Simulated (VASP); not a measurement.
**SnGe2N2: single point with PBE**

The system is SnGe2N2.

```
Sn Ge N
1.0
     3.09507    0.00000    0.00000
    -1.54753    2.68041    0.00000
     0.00000    0.00000   13.24023
Sn Ge N
1 2 2
Direct
  0.00000 0.00000 0.00000
  0.33333 0.66667 0.59675
  0.33333 0.66667 0.40325
  0.66667 0.33333 0.64568
  0.66667 0.33333 0.35432
```

```json
{
  "Program": "VASP 6.6.1",
  "Task": "single point",
  "Functional": "PBE",
  "Potentials or basis": "VASP PAW PBE potentials, release 64 (Sn_d, Ge_d, N)",
  "Cutoff": "520 eV",
  "k mesh": "12 × 12 × 4",
  "Occupations": "gaussian, width 0.1 eV",
  "Spin": "no spin polarisation"
}
```

```yaml
Pressure: -0.2 GPa
Largest_force: 0.023 eV/Å
Band_gap_on_the_k_mesh: zero (bands 26 and 27 overlap by 2.06 eV)
```

Forces in eV/Å, atoms in the order of the input:
```
Sn   0.000  0.000  0.000
Ge   0.000  0.000  0.023
Ge   0.000  0.000 -0.023
N    0.000  0.000 -0.019
N    0.000  0.000  0.019
```

Stress tensor (GPa, compression positive):
```
-0.19  0.00  0.00
 0.00 -0.19  0.00
 0.00  0.00 -0.10
```

Levels at points of the mesh, in eV from the Fermi level:
```
           k point  band 24  band 25  band 26  band 27  band 28  band 29
(0.00, 0.00, 0.00)    -3.73    -2.36    -2.13    -0.36     2.04     3.71
(0.50, 0.00, 0.00)    -3.83    -3.54    -3.27     0.14     1.44     1.82
(0.00, 0.00, 0.50)    -3.73    -2.56    -1.88    -0.43     2.04     3.75
(0.50, 0.00, 0.50)    -3.83    -3.54    -3.27     0.14     1.47     1.80
```

Run time: 2.8 min on 1 thread of Intel(R) Xeon(R) Platinum 8488C (Sapphire Rapids), on a shared host, peak memory 0.35 GiB.

Caveat: spin-orbit coupling is left out, which moves the levels of the heavy elements.
